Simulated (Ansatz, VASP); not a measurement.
Mo: VASP beside Ansatz

The input INCAR:

```
PREC = Accurate
ENCUT = 600
EDIFF = 1E-6
ISMEAR = 0
SIGMA = 0.1
LREAL = False
LASPH = True
NELM = 80
ALGO = Normal
ISIF = 3
LWAVE = False
LCHARG = False
GGA = PE
IBRION = 2
NSW = 90
EDIFFG = -0.04
```

The input KPOINTS:

```
Automatic mesh
0
Gamma
  8 8 8
```

The input POSCAR:

```
Mo
1.0
   -1.3954239134      1.3954239134      2.1229339179
    1.3954239134     -1.3954239134      2.1229339179
    1.3954239134      1.3954239134     -2.1229339179
Mo
1
Direct
    0.0000000000      0.0000000000      0.0000000000
```

Input for Ansatz:

```yaml
crystal:
  lattice:
    - [-1.3954239134, 1.3954239134, 2.1229339179]
    - [1.3954239134, -1.3954239134, 2.1229339179]
    - [1.3954239134, 1.3954239134, -2.1229339179]
  atoms:
    - { symbol: Mo, position: [0.0, 0.0, 0.0] }
basis:
  ecutwfc: 420
kpoints:
  mp_grid: { grid: [8, 8, 8] }
hamiltonian:
  xc: pbe
scf:
  occupations: { method: gaussian, width: 0.1 }
  lower_state_search: "off"
output:
  forces: true
  stress: true
  eigenvalues: true
relax:
  adjacent_minimum: "off"
  f_tol: 0.04
  max_steps: 70
  cell: { stress_tol: 0.4 }
```

Alike in both runs: task relaxation of cell and atoms; functional PBE; k mesh 8 × 8 × 8; occupations gaussian, width 0.1 eV; no spin polarisation.

|  | VASP | Ansatz |
| --- | --- | --- |
| version | VASP 6.6.1 | Ansatz 0.2.0 |
| potentials or method | VASP PAW PBE potentials, release 64 (Mo_sv), cutoff 600 eV | scalar-relativistic, plane waves, PAW |
| valence electrons in the cell | 14 | 14 |

Ansatz gave:

- gap on the k mesh at the Fermi level, each at its own relaxed structure (eV): none
- relaxed volume (Å³/atom): 16.11
- relaxed cell length with the largest relative difference (Å): 2.926

What did VASP give for the same quantities?

gap on the k mesh at the Fermi level, each at its own relaxed structure (eV): none; relaxed volume (Å³/atom): 16.20; relaxed cell length with the largest relative difference (Å): 2.971.

A gap of «none» marks a metal or a gap that the smearing closes.

The k mesh is coarse, so the values compare programs but aren't converged.
